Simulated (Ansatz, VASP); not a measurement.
One calculation of BaZnSbF, two programs

```
Ba Zn Sb F
1.0
     4.47827    0.00000    0.00000
     0.00000    4.47827    0.00000
     0.00000    0.00000    9.85426
Ba Zn Sb F
2 2 2 2
Direct
  0.00000 0.50000 0.35069
  0.50000 0.00000 0.64931
  0.50000 0.50000 0.00000
  0.00000 0.00000 0.00000
  0.50000 0.00000 0.16641
  0.00000 0.50000 0.83359
  0.50000 0.50000 0.50000
  0.00000 0.00000 0.50000
```

Alike in both runs: functional PBE; k mesh 8 × 8 × 4; occupations gaussian, width 0.1 eV; no spin polarisation.

Ansatz relaxed the structure, and its values are those at the end. VASP's run is a single point on that final structure, the one shown.

|  | VASP | Ansatz |
| --- | --- | --- |
| version | VASP 6.6.1 | Ansatz 0.2.0 |
| potentials or method | VASP PAW PBE potentials, release 64 (Ba_sv, Zn, Sb, F), cutoff 520 eV | scalar-relativistic, plane waves, PAW |
| valence electrons in the cell | 68 | 88 |

Ansatz gave:

- gap on the k mesh at the Fermi level (eV): none
- pressure (GPa): 0.0
- rms of the force components (eV/Å): 0.004

Which values does VASP return?

gap on the k mesh at the Fermi level (eV): none; pressure (GPa): 0.6; rms of the force components (eV/Å): 0.034.

A gap of «none» marks a metal or a gap that the smearing closes. With one functional, cell and mesh, what is left measures potentials, basis and numerics. VASP's potentials hold 68 valence electrons a cell and Ansatz's 88, so a difference there can come from the potentials and not from the codes.

Spin-orbit coupling is off throughout.
